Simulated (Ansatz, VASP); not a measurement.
## Two plane-wave programs on NiO

```
Ni O
1.0
     0.00000    2.08590    2.08590
     2.08590    0.00000    2.08590
     2.08590    2.08590    0.00000
Ni O
1 1
Direct
  0.00000 0.00000 0.00000
  0.50000 0.50000 0.50000
```

Alike in both runs: task single point; functional PBE; k mesh 19 × 19 × 19; occupations fermi-dirac, width 0.05 eV; collinear spin.

```csv
,VASP,Ansatz
version,VASP 6.6.1,Ansatz 0.2.0
potentials or method,"VASP PAW PBE potentials, release 64 (Ni, O)",Ansatz PAW
plane-wave cutoff (eV),600,420
valence electrons in the cell,16,24
```

Ansatz gave:

| Property | Result |
| --- | --- |
| gap on the k mesh at the Fermi level (eV) | none |
| pressure (GPa) | 5.6 |
| net moment per atom (μB) | 0.86 |
| size of the moment on the site where the two differ most (μB) | 0.27 |

Task: Which values does VASP return?

Result: gap on the k mesh at the Fermi level (eV): none; pressure (GPa): 5.0; net moment per atom (μB): 0.84; size of the moment on the site where the two differ most (μB): 0.25.

Site moments also hang on the region over which each program counts them. A gap of «none» marks a metal or a gap that the smearing closes. With one functional, cell and mesh, what is left measures potentials, basis and numerics. VASP's potentials hold 16 valence electrons a cell and Ansatz's 24, so a difference there can come from the potentials and not from the codes.
